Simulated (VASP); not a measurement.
# GaN (P6_3mc) in VASP: single point with r2SCAN

Aim: the single point of GaN with r2SCAN.

All numbers are computed with VASP 6.6.1; they aren't measurements. Logs are shortened: lines on timing, memory, paths and dates and some standing lists are left out, and cuts for length are marked.

### Step 1. The cell of the first run

It takes space group P6_3mc (No. 186, hexagonal). Conventional cell: a = 3.183 Å, b = 3.183 Å, c = 5.184 Å, α = 90.00°, β = 90.00°, γ = 120.00°. Ga (site symmetry 3m) has 4 N at 1.95 Å within 2.6 Å. N (site symmetry 3m) has 4 Ga at 1.95 Å within 2.6 Å.

### Step 2. Single point, r2SCAN

File POSCAR:

```
GaN
1.0
    3.1831024616      0.0000000000      0.0000000000
   -1.5915512308      2.7566475946      0.0000000000
    0.0000000000      0.0000000000      5.1835786462
Ga N
2 2
Direct
    0.3333333333      0.6666666667     -0.0008903345
    0.6666666667      0.3333333333      0.4991096655
    0.3333333333      0.6666666667      0.3758903345
    0.6666666667      0.3333333333      0.8758903345
```

File INCAR.step1:

```
SYSTEM = GaN
ALGO = Normal
EDIFF = 1E-5
ENCUT = 910
GGA = PE
GGA_COMPAT = .FALSE.
ISMEAR = -1
LASPH = .TRUE.
LCHARG = .FALSE.
LREAL = .FALSE.
LWAVE = .TRUE.
NBANDS = 26
NELM = 120
PREC = Accurate
SIGMA = 0.1
```

File INCAR.step2:

```
SYSTEM = GaN
ALGO = Normal
EDIFF = 1E-6
ENCUT = 910
GGA_COMPAT = .FALSE.
ISIF = 2
ISMEAR = -1
ISTART = 1
LASPH = .TRUE.
LCHARG = .FALSE.
LMIXTAU = .TRUE.
LREAL = .FALSE.
LWAVE = .FALSE.
METAGGA = R2SCAN
NBANDS = 26
NELM = 120
PREC = Accurate
SIGMA = 0.1
```

File KPOINTS:

```
k-points
0
G
  10 10 6
  0 0 0
```

Potentials or basis: VASP PAW PBE potentials, release 64 (Ga_d, N_h).

On the command line:

```console
> cat potpaw_PBE.64/Ga_d/POTCAR potpaw_PBE.64/N_h/POTCAR > POTCAR
> cp INCAR.step1 INCAR
> mpirun -np 1 vasp_std > vasp.out
> cp INCAR.step2 INCAR
> mpirun -np 1 vasp_std > vasp.out
```

OUTCAR:

```text
SYSTEM = GaN
   EDIFF = 1E-6
   ENCUT = 910
   ISIF = 2
   ISMEAR = -1
   ISTART = 1
   LASPH = .TRUE.
   LREAL = .FALSE.
   METAGGA = R2SCAN
   NELM = 120
   PREC = Accurate

 ion  position               nearest neighbor table
   1  0.333  0.667  0.999-   4 1.95   4 1.95   4 1.95   3 1.95
   2  0.667  0.333  0.499-   3 1.95   3 1.95   3 1.95   4 1.95
   3  0.333  0.667  0.376-   2 1.95   2 1.95   2 1.95   1 1.95
   4  0.667  0.333  0.876-   1 1.95   1 1.95   1 1.95   2 1.95

  LATTYP: Found a hexagonal cell.
 ALAT       =     3.1831024616
 C/A-ratio  =     1.6284674178

  Lattice vectors:

 A1 = (   3.1831024616,   0.0000000000,   0.0000000000)
 A2 = (  -1.5915512308,   2.7566475946,   0.0000000000)
 A3 = (   0.0000000000,   0.0000000000,   5.1835786462)

Analysis of symmetry for initial positions (statically):
=====================================================================
 Subroutine PRICEL returns:
 Original cell was already a primitive cell.

 Routine SETGRP: Setting up the symmetry group for a
 hexagonal supercell.

 Subroutine GETGRP returns: Found 12 space group operations
 (whereof  6 operations were pure point group operations)
 out of a pool of 24 trial point group operations.

The static configuration has the point symmetry C_3v.
 The point group associated with its full space group is C_6v.

Analysis of symmetry for dynamics (positions and initial velocities):
=====================================================================
 Subroutine PRICEL returns:
 Original cell was already a primitive cell.

 Routine SETGRP: Setting up the symmetry group for a
 hexagonal supercell.

 Subroutine GETGRP returns: Found 12 space group operations
 (whereof  6 operations were pure point group operations)
 out of a pool of 24 trial point group operations.

The dynamic configuration has the point symmetry C_3v.
 The point group associated with its full space group is C_6v.

 Subroutine INISYM returns: Found 12 space group operations
 (whereof  6 operations are pure point group operations),
 and found     1 'primitive' translations

----------------------------------------------------------------------------------------

                                     Primitive cell

  volume of cell :      45.4843

  direct lattice vectors                    reciprocal lattice vectors
     3.183102462  0.000000000  0.000000000     0.314158910  0.181379731  0.000000000
    -1.591551231  2.756647595  0.000000000     0.000000000  0.362759463  0.000000000
     0.000000000  0.000000000  5.183578646     0.000000000  0.000000000  0.192916915

  length of vectors
     3.183102462  3.183102462  5.183578646     0.362759463  0.362759463  0.192916915

  position of ions in fractional coordinates (direct lattice)
     0.333333333  0.666666667  0.999109666
     0.666666667  0.333333333  0.499109666
     0.333333333  0.666666667  0.375890334
     0.666666667  0.333333333  0.875890334

  ion indices of the primitive-cell ions
   primitive index   ion index
                 1           1
                 2           2
                 3           3
                 4           4

----------------------------------------------------------------------------------------

 KPOINTS: k-points

Automatic generation of k-mesh.
 Grid dimensions read from file:
 generate k-points for:   10   10    6

 Generating k-lattice:

  Cartesian coordinates                     Fractional coordinates (reciprocal lattice)
     0.031415891  0.018137973  0.000000000     0.100000000 -0.000000000  0.000000000
     0.000000000  0.036275946  0.000000000     0.000000000  0.100000000  0.000000000
     0.000000000  0.000000000  0.032152819     0.000000000  0.000000000  0.166666667

  Length of vectors
     0.036275946  0.036275946  0.032152819

  Shift w.r.t. Gamma in fractional coordinates (k-lattice)
     0.000000000  0.000000000  0.000000000

 Subroutine IBZKPT returns following result:
 ===========================================

 Found     56 irreducible k-points:

 Following reciprocal coordinates:
            Coordinates               Weight
  0.000000  0.000000  0.000000      1.000000
  0.100000  0.000000  0.000000      6.000000
  0.200000  0.000000  0.000000      6.000000
  0.300000  0.000000  0.000000      6.000000
  0.400000 -0.000000  0.000000      6.000000
  0.500000  0.000000  0.000000      3.000000
[... 16 lines left out ...]
  0.300000  0.100000  0.166667     24.000000
  0.400000  0.100000  0.166667     24.000000
 [... further k-points ...]
   k-points           NKPTS =     56   k-points in BZ     NKDIM =     56   number of bands    NBANDS=     26
   number of dos      NEDOS =    301   number of ions     NIONS =      4
   total plane-waves  NPLWV =  55296
   dimension x,y,z NGX =    32 NGY =   32 NGZ =   54
   dimension x,y,z NGXF=    64 NGYF=   64 NGZF=  108
   ions per type =               2   2
   NGX,Y,Z   is equivalent  to a cutoff of  16.71, 16.71, 17.32 a.u.
   NGXF,Y,Z  is equivalent  to a cutoff of  33.43, 33.43, 34.64 a.u.
 SYSTEM =  GaN
   PREC   = accura    normal or accurate (medium, high low for compatibility)
   ISTART =      1    job   : 0-new  1-cont  2-samecut
   ICHARG =      0    charge: 1-file 2-atom 10-const
   ISPIN  =      1    spin polarized calculation?
   LNONCOLLINEAR =      F non collinear calculations
   LSORBIT =      F    spin-orbit coupling
   LASPH  =      T    aspherical Exc in radial PAW
   ENCUT  =  910.0 eV  66.88 Ry    8.18 a.u.   7.83  7.83 12.75*2*pi/ulx,y,z
   NELM   =    120;   NELMIN=  2; NELMDL=  0     # of ELM steps
   EDIFF  = 0.1E-05   stopping-criterion for ELM
   LREAL  =      F    real-space projection
   EDIFFG = 0.1E-04   stopping-criterion for IOM
   NSW    =      0    number of steps for IOM
   IBRION =     -1    ionic relax: 0-MD 1-quasi-New 2-CG
   NFREE  =      0    steps in history (QN), initial steepest desc. (CG)
   ISIF   =      2    stress and relaxation
   ISYM   =      2    0-nonsym 1-usesym 2-fastsym
   POTIM  = 0.5000    time-step for ionic-motion
   TEBEG  =    0.0;   TEEND  =   0.0 temperature during run
   PSTRESS=    0.0 pullay stress
   NELECT =      36.0000    total number of electrons
   NUPDOWN=      -1.0000    fix difference up-down
   EMIN   =  10.00;   EMAX   =-10.00  energy-range for DOS
   EFERMI =   0.00;   METHOD = LEGACY
   ISMEAR =    -1;   SIGMA  =   0.10  broadening in eV -4-tet -1-fermi 0-gaus
   EFERMI_NEDOS =   21; number of points for ismear=-14 and -15
   IALGO  =     38    algorithm
   IMIX   =      4    mixing-type and parameters
     AMIX     =   0.40;   BMIX     =  1.00
     AMIX_MAG =   1.60;   BMIX_MAG =  1.00
  volume/ion in A,a.u.               =      11.37        76.74
  Fermi-wavevector in a.u.,A,eV,Ry     =   1.514334  2.861677 31.201002  2.293209
  Thomas-Fermi vector in A             =   2.624006
   LORBIT       =      0    0 simple, 1 ext, 2 COOP (PROOUT), +10 PAW based schemes
   METAGGA = R2SCAN    functional components
   LHFCALC =     F    Hartree Fock is set to
   AEXX    =    0.0000 exact exchange contribution
   IVDW    =     0    specifies the selected vdW correction
   LEPSILON=     F    determine dielectric tensor
   LRPA    =     F    only Hartree local field effects (RPA)
 non-spin polarized calculation
  energy-cutoff  :      910.00
  volume of cell :       45.48
 maximum number of plane-waves:      2858
 NGX is ok and might be reduce to    32
   NGX = 15   NGY = 15   NGZ = 25

 number of electron      36.0000001 magnetization

 Free energy of the ion-electron system (eV)
  ---------------------------------------------------
  ext. energy  EPLUGINS =         0.00000000
  ---------------------------------------------------
  free energy    TOTEN  =       -43.81958559 eV

  energy without entropy =      -43.81958532  energy(sigma->0) =      -43.81958546

 E-fermi :   6.6962     XC(G=0): -12.6564

 val. band max:        5.3993620974   @ k =   0.0000   0.0000   0.0000
 cond. band min:       7.7406972161   @ k =   0.0000   0.0000   0.0000
 fundamental gap:      2.3413351188
 Fermi energy:         6.6961996486

 k-point     1 :       0.0000    0.0000    0.0000
  band No.  band energies     occupation
      1     -11.4160      2.00000
      2     -10.4095      2.00000
      3      -8.4296      2.00000
      4      -8.4138      2.00000
      5      -8.4138      2.00000
      6      -8.3453      2.00000
[... 18 lines left out ...]
     25      17.8888      0.00000
     26      17.8888      0.00000

 k-point     2 :       0.1000    0.0000    0.0000
  band No.  band energies     occupation
      1     -11.3171      2.00000
      2     -10.3807      2.00000
      3      -8.4194      2.00000
      4      -8.3988      2.00000
      5      -8.3807      2.00000
      6      -8.3326      2.00000
[... 18 lines left out ...]
     25      17.4521      0.00000
     26      18.1207      0.00000

 k-point     3 :       0.2000    0.0000    0.0000
  band No.  band energies     occupation
      1     -11.0566      2.00000
      2     -10.3139      2.00000
      3      -8.3860      2.00000
      4      -8.3653      2.00000
      5      -8.3059      2.00000
      6      -8.2714      2.00000
[... 18 lines left out ...]
     25      17.6249      0.00000
     26      18.6239      0.00000

 k-point     4 :       0.3000    0.0000    0.0000
  band No.  band energies     occupation
      1     -10.7424      2.00000
      2     -10.2497      2.00000
      3      -8.3587      2.00000
      4      -8.3386      2.00000
      5      -8.2522      2.00000
      6      -8.2065      2.00000
[... 18 lines left out ...]
     25      17.6156      0.00000
     26      19.3097      0.00000
[... 496 lines left out ...]
      1     -10.7927      2.00000
      2     -10.2881      2.00000
      3      -8.3565      2.00000
      4      -8.3470      2.00000
      5      -8.2805      2.00000
      6      -8.2547      2.00000
[... 18 lines left out ...]
     25      17.2850      0.00000
     26      18.8857      0.00000

 k-point    23 :       0.3000    0.1000    0.1667
  band No.  band energies     occupation
      1     -10.5383      2.00000
      2     -10.2326      2.00000
      3      -8.3453      2.00000
      4      -8.3301      2.00000
      5      -8.2439      2.00000
      6      -8.1944      2.00000
[... 18 lines left out ...]
     25      17.5632      0.00000
     26      19.3183      0.00000

 k-point    24 :       0.4000    0.1000    0.1667
  band No.  band energies     occupation
      1     -10.3948      2.00000
      2     -10.2111      2.00000
      3      -8.3505      2.00000
      4      -8.3213      2.00000
      5      -8.2241      2.00000
      6      -8.1822      2.00000
[... 18 lines left out ...]
     25      18.1922      0.00000
     26      19.6751      0.00000

 [... further k-points ...]

------------------------ aborting loop because EDIFF is reached ----------------------------------------

  FORCE on cell =-STRESS in cart. coord.  units (eV):
  Direction    XX          YY          ZZ          XY          YZ          ZX
  --------------------------------------------------------------------------------------
  -------------------------------------------------------------------------------------
  Total        0.2846399      0.2846399      0.2634661      0.0000000      0.0000000      0.0000000
  in kB       10.0263953     10.0263953      9.2805522      0.0000000      0.0000000      0.0000000
  external PRESSURE =       9.7777809 kB  Pullay stress =       0.0000000 kB

 VOLUME and BASIS-vectors are now :
 -----------------------------------------------------------------------------
  energy-cutoff  :      910.00
  volume of cell :       45.48
      direct lattice vectors                 reciprocal lattice vectors
     3.183102462  0.000000000  0.000000000     0.314158910  0.181379731  0.000000000
    -1.591551231  2.756647595  0.000000000     0.000000000  0.362759463  0.000000000
     0.000000000  0.000000000  5.183578646     0.000000000  0.000000000  0.192916915

 POSITION                                       TOTAL-FORCE (eV/Angst)
 -----------------------------------------------------------------------------------
     -0.00000      1.83777      5.17896        -0.000000     -0.000000      0.000144
      1.59155      0.91888      2.58717         0.000000      0.000000      0.000144
     -0.00000      1.83777      1.94846         0.000000      0.000000     -0.000144
      1.59155      0.91888      4.54025        -0.000000      0.000000     -0.000144
 -----------------------------------------------------------------------------------
    total drift:                               -0.000000      0.000000     -0.002155

  FREE ENERGIE OF THE ION-ELECTRON SYSTEM (eV)
  ---------------------------------------------------
  free  energy   TOTEN  =       -43.8195855864 eV

  energy  without entropy=      -43.8195853247  energy(sigma->0) =      -43.81958546
```

Wall time 4.4 min (1 thread of Intel Xeon 6975P-C (Granite Rapids), shared host); peak memory 0.31 GiB.

What came out:

```
Free energy            : -43.8196 eV
Pressure               : 1.0 GPa
Band gap on the k mesh : 2.34 eV
```

Caveat: the cutoff is under 1.25 times the usual one of these potentials, so pressure, stress and relaxed cells hold a basis-set (Pulay) error; the PAW data sets were made with another functional, which shifts forces and pressure a little.
